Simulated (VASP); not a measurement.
# Si2Mo (I4/mmm) in VASP: a series of runs

The runs below take Si2Mo through single point, with r2SCAN.

Program: VASP 6.6.1. These are calculated values, not measurements. Logs are shortened: lines on timing, memory, paths and dates and some standing lists are left out, and cuts for length are marked.

## 1. The cell of the first run

It takes space group I4/mmm (No. 139, tetragonal). Conventional cell: a = 3.159 Å, b = 3.159 Å, c = 7.714 Å, α = 90.00°, β = 90.00°, γ = 90.00°. Within 3.4 Å of Si (site symmetry 4mm) lie 9 Si at 2.55 to 3.16 Å and 5 Mo at 2.57 to 2.58 Å. Within 3.4 Å of Mo (site symmetry 4/mmm) lie 10 Si at 2.57 to 2.58 Å and 4 Mo at 3.16 Å.

## 2. Single point, r2SCAN

Input file POSCAR:

```
Si2Mo
1.0
   -1.5795924900      1.5795924900      3.8568411200
    1.5795924900     -1.5795924900      3.8568411200
    1.5795924900      1.5795924900     -3.8568411200
Si Mo
2 1
Direct
    0.3346290956      0.3346290956      0.0000000000
    0.6653709044      0.6653709044      0.0000000000
    0.0000000000      0.0000000000      0.0000000000
```

Input file INCAR.step1:

```
SYSTEM = Si2Mo
PREC = Accurate
ENCUT = 520
ISMEAR = -1
SIGMA = 0.1
LREAL = .False.
LASPH = .True.
NELM = 100
NBANDS = 18
GGA = PE
ALGO = Normal
EDIFF = 1E-4
LWAVE = .True.
LCHARG = .False.
```

Input file INCAR.step2:

```
SYSTEM = Si2Mo
PREC = Accurate
ENCUT = 520
EDIFF = 1E-6
ISMEAR = -1
SIGMA = 0.1
LREAL = .False.
LASPH = .True.
NELM = 100
ALGO = Normal
ISIF = 2
LWAVE = .False.
LCHARG = .False.
METAGGA = R2SCAN
LMIXTAU = .True.
NBANDS = 18
ISTART = 1
```

Input file KPOINTS:

```
regular mesh
0
Gamma
  13 13 13
  0 0 0
```

Potentials or basis: VASP PAW PBE potentials, release 64 (Si, Mo_sv).

On the command line:

```sh
$ cat potpaw_PBE.64/Si/POTCAR potpaw_PBE.64/Mo_sv/POTCAR > POTCAR
$ cp INCAR.step1 INCAR
$ mpirun -np 1 vasp_std > vasp.out
$ cp INCAR.step2 INCAR
$ mpirun -np 1 vasp_std > vasp.out
```

OUTCAR:

```text
SYSTEM = Si2Mo
   PREC = Accurate
   ENCUT = 520
   EDIFF = 1E-6
   ISMEAR = -1
   LREAL = .False.
   LASPH = .True.
   NELM = 100
   ISIF = 2
   METAGGA = R2SCAN
   ISTART = 1

 ion  position               nearest neighbor table
   1  0.335  0.335  0.000-   2 2.55   3 2.57   3 2.57   3 2.57   3 2.57   3 2.58   2 2.59   2 2.59
                             2 2.59   2 2.59
   2  0.665  0.665  0.000-   1 2.55   3 2.57   3 2.57   3 2.57   3 2.57   3 2.58   1 2.59   1 2.59
                             1 2.59   1 2.59
   3  0.000  0.000  0.000-   2 2.57   2 2.57   2 2.57   1 2.57   2 2.57   1 2.57   1 2.57   1 2.57
                             1 2.58   2 2.58

  LATTYP: Found a body centered tetragonal cell.
 ALAT       =     3.1591849800
 C/A-ratio  =     2.4416684331

  Lattice vectors:

 A1 = (  -1.5795924900,   1.5795924900,   3.8568411200)
 A2 = (   1.5795924900,  -1.5795924900,   3.8568411200)
 A3 = (   1.5795924900,   1.5795924900,  -3.8568411200)

Analysis of symmetry for initial positions (statically):
=====================================================================
 Subroutine PRICEL returns:
 Original cell was already a primitive cell.

 Routine SETGRP: Setting up the symmetry group for a
 body centered tetragonal supercell.

 Subroutine GETGRP returns: Found 16 space group operations
 (whereof 16 operations were pure point group operations)
 out of a pool of 16 trial point group operations.

The static configuration has the point symmetry D_4h.

Analysis of symmetry for dynamics (positions and initial velocities):
=====================================================================
 Subroutine PRICEL returns:
 Original cell was already a primitive cell.

 Routine SETGRP: Setting up the symmetry group for a
 body centered tetragonal supercell.

 Subroutine GETGRP returns: Found 16 space group operations
 (whereof 16 operations were pure point group operations)
 out of a pool of 16 trial point group operations.

The dynamic configuration has the point symmetry D_4h.

 Subroutine INISYM returns: Found 16 space group operations
 (whereof 16 operations are pure point group operations),
 and found     1 'primitive' translations

----------------------------------------------------------------------------------------

                                     Primitive cell

  volume of cell :      38.4930

  direct lattice vectors                    reciprocal lattice vectors
    -1.579592490  1.579592490  3.856841120     0.000000000  0.316537337  0.129639771
     1.579592490 -1.579592490  3.856841120     0.316537337  0.000000000  0.129639771
     1.579592490  1.579592490 -3.856841120     0.316537337  0.316537337  0.000000000

  length of vectors
     4.457067230  4.457067230  4.457067230     0.342056071  0.342056071  0.447651395

  position of ions in fractional coordinates (direct lattice)
     0.334629096  0.334629096  0.000000000
     0.665370904  0.665370904  0.000000000
     0.000000000  0.000000000  0.000000000

  ion indices of the primitive-cell ions
   primitive index   ion index
                 1           1
                 2           2
                 3           3

----------------------------------------------------------------------------------------

 KPOINTS: regular mesh

Automatic generation of k-mesh.
 Grid dimensions read from file:
 generate k-points for:   13   13   13

 Generating k-lattice:

  Cartesian coordinates                     Fractional coordinates (reciprocal lattice)
     0.000000000  0.024349026  0.009972290     0.076923077  0.000000000  0.000000000
     0.024349026  0.000000000  0.009972290     0.000000000  0.076923077  0.000000000
     0.024349026  0.024349026  0.000000000     0.000000000  0.000000000  0.076923077

  Length of vectors
     0.026312005  0.026312005  0.034434723

  Shift w.r.t. Gamma in fractional coordinates (k-lattice)
     0.000000000  0.000000000  0.000000000

 Subroutine IBZKPT returns following result:
 ===========================================

 Found    196 irreducible k-points:

 Following reciprocal coordinates:
            Coordinates               Weight
  0.000000  0.000000  0.000000      1.000000
  0.076923  0.000000  0.000000      8.000000
  0.153846 -0.000000  0.000000      8.000000
  0.230769 -0.000000  0.000000      8.000000
  0.307692 -0.000000  0.000000      8.000000
  0.384615  0.000000 -0.000000      8.000000
[... 16 lines left out ...]
  0.384615  0.153846  0.000000     16.000000
  0.461538  0.153846  0.000000     16.000000
 [... further k-points ...]
   k-points           NKPTS =    196   k-points in BZ     NKDIM =    196   number of bands    NBANDS=     18
   number of dos      NEDOS =    301   number of ions     NIONS =      3
   total plane-waves  NPLWV =  46656
   dimension x,y,z NGX =    36 NGY =   36 NGZ =   36
   dimension x,y,z NGXF=    72 NGYF=   72 NGZF=   72
   ions per type =               2   1
   NGX,Y,Z   is equivalent  to a cutoff of  13.43, 13.43, 13.43 a.u.
   NGXF,Y,Z  is equivalent  to a cutoff of  26.86, 26.86, 26.86 a.u.
 SYSTEM =  Si2Mo
   PREC   = accura    normal or accurate (medium, high low for compatibility)
   ISTART =      1    job   : 0-new  1-cont  2-samecut
   ICHARG =      0    charge: 1-file 2-atom 10-const
   ISPIN  =      1    spin polarized calculation?
   LNONCOLLINEAR =      F non collinear calculations
   LSORBIT =      F    spin-orbit coupling
   LASPH  =      T    aspherical Exc in radial PAW
   ENCUT  =  520.0 eV  38.22 Ry    6.18 a.u.   8.29  8.29  8.29*2*pi/ulx,y,z
   NELM   =    100;   NELMIN=  2; NELMDL=  0     # of ELM steps
   EDIFF  = 0.1E-05   stopping-criterion for ELM
   LREAL  =      F    real-space projection
   EDIFFG = 0.1E-04   stopping-criterion for IOM
   NSW    =      0    number of steps for IOM
   IBRION =     -1    ionic relax: 0-MD 1-quasi-New 2-CG
   NFREE  =      0    steps in history (QN), initial steepest desc. (CG)
   ISIF   =      2    stress and relaxation
   ISYM   =      2    0-nonsym 1-usesym 2-fastsym
   POTIM  = 0.5000    time-step for ionic-motion
   TEBEG  =    0.0;   TEEND  =   0.0 temperature during run
   PSTRESS=    0.0 pullay stress
   NELECT =      22.0000    total number of electrons
   NUPDOWN=      -1.0000    fix difference up-down
   EMIN   =  10.00;   EMAX   =-10.00  energy-range for DOS
   EFERMI =   0.00;   METHOD = LEGACY
   ISMEAR =    -1;   SIGMA  =   0.10  broadening in eV -4-tet -1-fermi 0-gaus
   EFERMI_NEDOS =   21; number of points for ismear=-14 and -15
   IALGO  =     38    algorithm
   IMIX   =      4    mixing-type and parameters
     AMIX     =   0.40;   BMIX     =  1.00
     AMIX_MAG =   1.60;   BMIX_MAG =  1.00
  volume/ion in A,a.u.               =      12.83        86.59
  Fermi-wavevector in a.u.,A,eV,Ry     =   1.358590  2.567363 25.113185  1.845767
  Thomas-Fermi vector in A             =   2.485410
   LORBIT       =      0    0 simple, 1 ext, 2 COOP (PROOUT), +10 PAW based schemes
   METAGGA = R2SCAN    functional components
   LHFCALC =     F    Hartree Fock is set to
   AEXX    =    0.0000 exact exchange contribution
   IVDW    =     0    specifies the selected vdW correction
   LEPSILON=     F    determine dielectric tensor
   LRPA    =     F    only Hartree local field effects (RPA)
 non-spin polarized calculation
  energy-cutoff  :      520.00
  volume of cell :       38.49
 maximum number of plane-waves:      1052
 NGX is ok and might be reduce to    36
   NGX = 17   NGY = 17   NGZ = 17

 number of electron      22.0000000 magnetization

 Free energy of the ion-electron system (eV)
  ---------------------------------------------------
  ext. energy  EPLUGINS =         0.00000000
  ---------------------------------------------------
  free energy    TOTEN  =       -44.96936089 eV

  energy without entropy =      -44.96175974  energy(sigma->0) =      -44.96556032

 E-fermi :  12.9185     XC(G=0): -13.6198

 val. band max:       12.9087148843   @ k =  -0.3077  -0.3846   0.3077
 cond. band min:      12.9340079450   @ k =   0.0769   0.0000   0.0000
 fundamental gap:      0.0252930607
 Fermi energy:        12.9184597992

 k-point     1 :       0.0000    0.0000    0.0000
  band No.  band energies     occupation
      1     -49.6415      2.00000
      2     -23.1190      2.00000
      3     -22.9993      2.00000
      4     -22.9993      2.00000
      5      -1.6136      2.00000
      6       5.8874      2.00000
[... 10 lines left out ...]
     17      18.6023      0.00000
     18      18.6023      0.00000

 k-point     2 :       0.0769    0.0000    0.0000
  band No.  band energies     occupation
      1     -49.6401      2.00000
      2     -23.1176      2.00000
      3     -23.0186      2.00000
      4     -22.9975      2.00000
      5      -1.4947      2.00000
      6       5.9072      2.00000
[... 10 lines left out ...]
     17      18.6805      0.00000
     18      19.2862      0.00000

 k-point     3 :       0.1538   -0.0000    0.0000
  band No.  band energies     occupation
      1     -49.6360      2.00000
      2     -23.1138      2.00000
      3     -23.0715      2.00000
      4     -22.9924      2.00000
      5      -1.1436      2.00000
      6       5.9225      2.00000
[... 10 lines left out ...]
     17      19.2054      0.00000
     18      20.6420      0.00000

 k-point     4 :       0.2308   -0.0000    0.0000
  band No.  band energies     occupation
      1     -49.6303      2.00000
      2     -23.1459      2.00000
      3     -23.1078      2.00000
      4     -22.9853      2.00000
      5      -0.5772      2.00000
      6       5.7425      2.00000
[... 375 lines left out ...]
      4     -23.0464      2.00000
      5       0.7812      2.00000
      6       4.8301      2.00000
[... 10 lines left out ...]
     17      21.0375      0.00000
     18      22.1690      0.00000

 k-point    23 :       0.3846    0.1538    0.0000
  band No.  band energies     occupation
      1     -49.6140      2.00000
      2     -23.2759      2.00000
      3     -23.0919      2.00000
      4     -23.0392      2.00000
      5       1.6619      2.00000
      6       4.1107      2.00000
[... 10 lines left out ...]
     17      21.1195      0.00000
     18      22.4734      0.00000

 k-point    24 :       0.4615    0.1538    0.0000
  band No.  band energies     occupation
      1     -49.6112      2.00000
      2     -23.3108      2.00000
      3     -23.0872      2.00000
      4     -23.0350      2.00000
      5       2.6250      2.00000
      6       3.1594      2.00000
[... 10 lines left out ...]
     17      21.2216      0.00000
     18      22.6531      0.00000

 [... further k-points ...]

------------------------ aborting loop because EDIFF is reached ----------------------------------------

  FORCE on cell =-STRESS in cart. coord.  units (eV):
  Direction    XX          YY          ZZ          XY          YZ          ZX
  --------------------------------------------------------------------------------------
  -------------------------------------------------------------------------------------
  Total        2.3147029      2.3147029      2.6916372      0.0000000      0.0000000      0.0000000
  in kB       96.3438473     96.3438473    112.0328122      0.0000000      0.0000000      0.0000000
  external PRESSURE =     101.5735023 kB  Pullay stress =       0.0000000 kB

 VOLUME and BASIS-vectors are now :
 -----------------------------------------------------------------------------
  energy-cutoff  :      520.00
  volume of cell :       38.49
      direct lattice vectors                 reciprocal lattice vectors
    -1.579592490  1.579592490  3.856841120     0.000000000  0.316537337  0.129639771
     1.579592490 -1.579592490  3.856841120     0.316537337  0.000000000  0.129639771
     1.579592490  1.579592490 -3.856841120     0.316537337  0.316537337  0.000000000

 POSITION                                       TOTAL-FORCE (eV/Angst)
 -----------------------------------------------------------------------------------
      0.00000      0.00000      2.58122        -0.000000     -0.000000     -0.009042
      0.00000      0.00000      5.13246        -0.000000     -0.000000      0.009042
      0.00000      0.00000      0.00000         0.000000      0.000000     -0.000000
 -----------------------------------------------------------------------------------
    total drift:                               -0.000000      0.000000      0.000000

  FREE ENERGIE OF THE ION-ELECTRON SYSTEM (eV)
  ---------------------------------------------------
  free  energy   TOTEN  =       -44.9693608895 eV

  energy  without entropy=      -44.9617597443  energy(sigma->0) =      -44.96556032
```

It took 13 min on 1 thread of AMD EPYC 7R13 (Zen 3), shared host; peak memory 0.27 GiB.

What came out:

```
Free energy            : -44.9694 eV
Pressure               : 10.2 GPa
Largest force          : 0.009 eV/Å
Band gap on the k mesh : zero (bands 11 and 12 overlap by 0.95 eV)
```

Forces on the atoms (eV/Å):
```
Si   0.000  0.000 -0.009
Si   0.000  0.000  0.009
Mo   0.000  0.000  0.000
```

Caveat: the cell stands under pressure; the PAW data sets were made with another functional, which shifts forces and pressure a little.

## 3. Single point, r2SCAN

This run uses another cell than the first one, of 13.10 Å³/atom.

Input file POSCAR:

```
Si2Mo
1.0
   -1.5904865700      1.5904865700      3.8834408600
    1.5904865700     -1.5904865700      3.8834408600
    1.5904865700      1.5904865700     -3.8834408600
Si Mo
2 1
Direct
    0.3349450095      0.3349450095      0.0000000000
    0.6650549905      0.6650549905      0.0000000000
    0.0000000000      0.0000000000      0.0000000000
```

Input file INCAR.step1:

```
SYSTEM = Si2Mo
PREC = Accurate ; ENCUT = 520
ISMEAR = -1 ; SIGMA = 0.1
LREAL = .False. ; LASPH = .True.
NELM = 60 ; NBANDS = 18
GGA = PE ; ALGO = Normal
EDIFF = 1E-4 ; LWAVE = .True.
LCHARG = .False.
```

Input file INCAR.step2:

```
SYSTEM = Si2Mo
PREC = Accurate ; ENCUT = 520
EDIFF = 1E-6 ; ISMEAR = -1
SIGMA = 0.1 ; LREAL = .False.
LASPH = .True. ; NELM = 60
ALGO = Normal ; ISIF = 2
LWAVE = .False. ; LCHARG = .False.
METAGGA = R2SCAN ; LMIXTAU = .True.
NBANDS = 18 ; ISTART = 1
```

KPOINTS is that of step 2.

Potentials or basis: VASP PAW PBE potentials, release 64 (Si, Mo_sv).

On the command line:

```sh
$ cat potpaw_PBE.64/Si/POTCAR potpaw_PBE.64/Mo_sv/POTCAR > POTCAR
$ cp INCAR.step1 INCAR
$ mpirun -np 1 vasp_std > vasp.out
$ cp INCAR.step2 INCAR
$ mpirun -np 1 vasp_std > vasp.out
```

Run time: 13 min. Hardware: 1 thread of AMD EPYC 7R13 (Zen 3), shared host; peak memory 0.27 GiB.

It converged, with:

* Free energy: -45.0070 eV
* Pressure: 5.0 GPa
* Largest force: 0.008 eV/Å
* Band gap on the k mesh: zero (bands 11 and 12 overlap by 0.92 eV)

Forces on the atoms (eV/Å):
```
Si   0.000  0.000 -0.008
Si   0.000  0.000  0.008
Mo   0.000  0.000  0.000
```

Stress tensor (GPa, compression positive):
```
4.71 0.00 0.00
0.00 4.71 0.00
0.00 0.00 5.44
```

Levels at points of the mesh, in eV from the Fermi level:
| k point | band 8 | band 9 | band 10 | band 11 | band 12 | band 13 | band 14 | band 15 |
| --- | --- | --- | --- | --- | --- | --- | --- | --- |
| (0.00, 0.00, 0.00) | -3.21 | -2.88 | -2.88 | 0.36 | 3.31 | 3.60 | 3.75 | 3.75 |

Caveat: the cell stands under pressure; the PAW data sets were made with another functional, which shifts forces and pressure a little.

(Continued in part 2 of 2.)

The gap in the log of VASP goes by the Fermi energy; the results here count the filled bands.